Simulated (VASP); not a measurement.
Set up this calculation in VASP 6.6.1, as the native input.

```yaml
Task: single point
Functional: r2SCAN
Potentials_or_basis: VASP PAW PBE potentials, release 64 (Sr_sv, O)
Cutoff: 520 eV
k_mesh: 8 × 8 × 8
Occupations: gaussian, width 0.05 eV
Spin: no spin polarisation
Dipole_correction: no
Further_INCAR_settings: ALGO = Normal; EDIFF = 1e-06; NBANDS = 15
```

Crystal: SrO.

```
Sr O
1.0
     0.00000    2.35461    3.06099
     2.35461    0.00000    3.06099
     2.35461    2.35461    0.00000
Sr O
1 1
Direct
  0.00000 0.00000 0.00000
  0.50000 0.50000 0.50000
```

This cell differs from its parent crystal: ratio of the length along z to the lengths across it x 1.3, volume and fractional coordinates fixed.

One way to write it, as run:

POSCAR

```
SrO
1.0
    0.0000000000      2.3546057885      3.0609875251
    2.3546057885      0.0000000000      3.0609875251
    2.3546057885      2.3546057885      0.0000000000
Sr O
1 1
Direct
    0.0000000000      0.0000000000      0.0000000000
    0.5000000000      0.5000000000      0.5000000000
```

INCAR.step1

```
ALGO = Normal
EDIFF = 1E-4
ENCUT = 520
GGA = PE
ISMEAR = 0
LASPH = T
LCHARG = F
LREAL = F
LWAVE = T
NBANDS = 15
NELM = 60
PREC = Accurate
SIGMA = 0.05
```

INCAR.step2

```
ALGO = Normal
EDIFF = 1E-6
ENCUT = 520
ISIF = 2
ISMEAR = 0
ISTART = 1
LASPH = T
LCHARG = F
LMIXTAU = T
LREAL = F
LWAVE = F
METAGGA = R2SCAN
NBANDS = 15
NELM = 60
PREC = Accurate
SIGMA = 0.05
```

KPOINTS

```
k-points
0
Gamma
  8 8 8
```

Potentials or basis: VASP PAW PBE potentials, release 64 (Sr_sv, O).

Command:

```bash
$ cat potpaw_PBE.64/Sr_sv/POTCAR potpaw_PBE.64/O/POTCAR > POTCAR
$ cp INCAR.step1 INCAR
$ mpirun -np 1 vasp_std > vasp.out
$ cp INCAR.step2 INCAR
$ mpirun -np 1 vasp_std > vasp.out
```

It gave:

The pressure is 15.5 GPa. The band gap on the k mesh is 2.82 eV, indirect (least direct gap 2.97 eV).

Caveat: the PAW data sets were made with another functional, which shifts forces and pressure a little.

Run time: 90 s on 1 thread of Intel(R) Xeon(R) 6975P-C (Granite Rapids), on a shared host, peak memory 0.19 GiB.
